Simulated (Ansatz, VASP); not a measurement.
# K2S in VASP and in Ansatz

File POSCAR:

```
K2S
1.0
    0.0000000000      3.6034858300      3.6034858300
    3.6034858300      0.0000000000      3.6034858300
    3.6034858300      3.6034858300      0.0000000000
K S
2 1
Direct
    0.2500000000      0.2500000000      0.2500000000
    0.7500000000      0.7500000000      0.7500000000
    0.0000000000      0.0000000000      0.0000000000
```

INCAR.step1

```
SYSTEM = K2S
PREC = Accurate ; ENCUT = 400
EDIFF = 1E-5 ; ISMEAR = 0
SIGMA = 0.01 ; LREAL = .False.
LASPH = .True. ; NELM = 120
ALGO = Normal ; ISIF = 2
LWAVE = .True. ; LCHARG = .False.
GGA = PE ; NBANDS = 19
GGA_COMPAT = .False.
```

File INCAR.step2:

```
SYSTEM = K2S
PREC = Accurate ; ENCUT = 400
EDIFF = 1E-6 ; ISMEAR = 0
SIGMA = 0.01 ; LREAL = .False.
LASPH = .True. ; NELM = 120
ALGO = Normal ; ISIF = 2
LWAVE = .False. ; LCHARG = .False.
GGA = PE ; LHFCALC = .True.
HFSCREEN = 0.2079 ; PRECFOCK = Normal
ISTART = 1 ; NBANDS = 19
GGA_COMPAT = .False.
```

File KPOINTS:

```
regular mesh
0
Gamma
  4 4 4
  0 0 0
```

Input for Ansatz:

```yaml
crystal:
  lattice:
    - [0.0, 3.60348583, 3.60348583]
    - [3.60348583, 0.0, 3.60348583]
    - [3.60348583, 3.60348583, 0.0]
  atoms:
    - { symbol: K, position: [0.25, 0.25, 0.25] }
    - { symbol: K, position: [0.75, 0.75, 0.75] }
    - { symbol: S, position: [0.0, 0.0, 0.0] }
kpoints:
  mp_grid: { grid: [4, 4, 4] }
  band_path:
    path:
      - [0.0, 0.0, 0.0]
      - [0.5, 0.0, 0.5]
      - [0.625, 0.25, 0.625]
      - [0.375, 0.375, 0.75]
      - [0.5, 0.5, 0.5]
      - [0.5, 0.25, 0.75]
      - [0.0, 0.5, 0.5]
    npoints: 1
hamiltonian:
  xc: hse06
scf:
  occupations: { method: fixed }
  n_extra_bands: 4
output:
  forces: true
  stress: true
  eigenvalues: true
```

Change from the starting cell: hydrostatic strain -2.7%.

Alike in both runs: task single point; functional HSE06; k mesh 4 × 4 × 4; no spin polarisation.

|  | VASP | Ansatz |
| --- | --- | --- |
| version | VASP 6.6.1 | Ansatz 0.2.0 |
| potentials or method | VASP PAW PBE potentials, release 64 (K_sv, S) | plane waves, PAW |
| plane-wave cutoff (eV) | 400 | 420 |
| occupations | gaussian, width 0.01 eV | fixed |
| valence electrons in the cell | 24 | 24 |

|  | VASP | Ansatz | Ansatz less VASP |
| --- | --- | --- | --- |
| gap on the k mesh at the Fermi level (eV) | 3.54 | 3.54 | +0.004 |
| pressure (GPa) | 2.2 | 2.1 | -0.10 |

Ansatz's warnings: stress exchange threshold loose, stress scf threshold loose.
